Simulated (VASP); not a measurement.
Wanted: the native input for a VASP 6.6.1 run.

```
Task                   : single point
Functional             : LDA
Potentials or basis    : VASP PAW LDA potentials, release 64 (Ir)
Cutoff                 : 520 eV
k mesh                 : 18 × 18 × 10
Occupations            : gaussian, width 0.15 eV
Spin                   : no spin polarisation
Dipole correction      : no
Further INCAR settings : ALGO = Fast; EDIFF = 1e-07; NBANDS = 16
```

The structure of Ir lies in POSCAR:

```
Ir
1.0
    2.6511000000      0.0000000000      0.0000000000
   -1.3255500000      2.2959199480      0.0000000000
    0.0000000000      0.0000000000      4.3862377060
Ir
2
Direct
    0.6666666667      0.3333333333      0.7500000000
    0.3333333333      0.6666666667      0.2500000000
```

This isn't the form of Ir at room conditions, which is fcc.

These files were run (other wordings do the same):

INCAR

```
PREC = Accurate ; ENCUT = 520
EDIFF = 1E-7 ; ISMEAR = 0
SIGMA = 0.15 ; LREAL = False
LASPH = True ; NELM = 80
ALGO = Fast ; ISIF = 2
LWAVE = False ; LCHARG = False
NBANDS = 16
```

KPOINTS

```
regular mesh
0
Gamma
  18 18 10
```

Potentials or basis: VASP PAW LDA potentials, release 64 (Ir).

The run is started by

```console
$ cat potpaw_LDA.64/Ir/POTCAR > POTCAR
$ mpirun -np 1 vasp_std > vasp.out
```

It gave:

The pressure is 21.2 GPa and the band gap on the k mesh is zero (bands 9 and 10 overlap by 3.82 eV).

Caveat: the cell stands under pressure; spin-orbit coupling is left out, which moves the levels of the heavy elements.

Run time: 53 s on 1 thread of Intel(R) Xeon(R) 6975P-C (Granite Rapids) (shared host), peak memory 0.19 GiB.
